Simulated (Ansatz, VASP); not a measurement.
Rb in VASP and in Ansatz

File INCAR:

```
PREC = Accurate
ENCUT = 400
EDIFF = 1E-6
ISMEAR = -1
SIGMA = 0.1
LREAL = F
LASPH = T
NELM = 200
ALGO = Normal
ISIF = 2
LWAVE = F
LCHARG = F
ISPIN = 2
MAGMOM = 1
LORBIT = 11
GGA = PE
NBANDS = 14
GGA_COMPAT = F
```

Contents of KPOINTS:

```
Automatic mesh
0
Gamma
  1 1 1
```

The input POSCAR:

```
Rb
1.0
    9.0000000000      0.0000000000      0.0000000000
    0.0000000000      9.3000000000      0.0000000000
    0.0000000000      0.0000000000      9.6000000000
Rb
1
Direct
    0.0000000000      0.0000000000      0.0000000000
```

Input for Ansatz:

```yaml
crystal:
  lattice:
    - [9.0, 0.0, 0.0]
    - [0.0, 9.3, 0.0]
    - [0.0, 0.0, 9.6]
  atoms:
    - { symbol: Rb, position: [0.0, 0.0, 0.0], spin: 1 }
kpoints:
  mp_grid: { grid: [1, 1, 1], shift: [0, 0, 0] }
hamiltonian:
  xc: pbe
  pseudopotentials: { kind: nc }
scf:
  occupations: { method: fermi_dirac, width: 0.1 }
  convergence: { dr2_threshold: 1.0e-12 }
  max_iter: 300
magnetization:
  spin_polarized: true
output:
  forces: true
```

Alike in both runs: task single point; functional PBE; k mesh 1 × 1 × 1; occupations fermi-dirac, width 0.1 eV; collinear spin.

```csv
,VASP,Ansatz
version,VASP 6.6.1,Ansatz 0.2 development build
potentials or method,"VASP PAW PBE potentials, release 64 (Rb_sv)",scalar-relativistic
plane-wave cutoff (eV),400,630
```

```csv
,VASP,Ansatz,Ansatz less VASP
net moment per atom (μB),0.10,0.00,-0.095
```

Ansatz's warnings: seeded moment not kept.
